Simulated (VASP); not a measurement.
Write the native input for VASP 6.6.1 that does the following.

- Task: single point
- Functional: PBE
- Potentials or basis: VASP PAW PBE potentials, release 64 (Mg)
- Cutoff: 520 eV
- k mesh: 15 × 15 × 15
- Occupations: fermi-dirac, width 0.1 eV
- Spin: no spin polarisation
- Dipole correction: no
- Further INCAR settings: ALGO = Normal; EDIFF = 1e-06; NBANDS = 7

The structure of Mg lies in POSCAR:

```
Mg
1.0
    0.0000000000      2.2616255506      2.2616255506
    2.2616255506      0.0000000000      2.2616255506
    2.2616255506      2.2616255506      0.0000000000
Mg
1
Direct
    0.0000000000      0.0000000000      0.0000000000
```

These files were run (other wordings do the same):

INCAR

```
  PREC = Accurate
  ENCUT = 520
  EDIFF = 1E-6
  ISMEAR = -1
  SIGMA = 0.1
  LREAL = F
  LASPH = T
  NELM = 80
  ALGO = Normal
  ISIF = 2
  LWAVE = F
  LCHARG = T
  GGA = PE
  LELF = T
  LVHAR = T
  NBANDS = 7
```

KPOINTS

```
Automatic mesh
0
Gamma
  15 15 15
```

Potentials or basis: VASP PAW PBE potentials, release 64 (Mg).

Command:

```console
$ cat potpaw_PBE.64/Mg/POTCAR > POTCAR
$ mpirun -np 1 vasp_std > vasp.out
```

Results of the run:

```json
{
 "Pressure": "-0.1 GPa",
 "Band gap on the k mesh": "zero (band 1 reaches 3.71 eV, above the bottom of band 2 at 1.49 eV)"
}
```

Run time: 16 s on 1 thread of AMD EPYC 7R13, with other jobs on the host, peak memory 0.12 GiB.
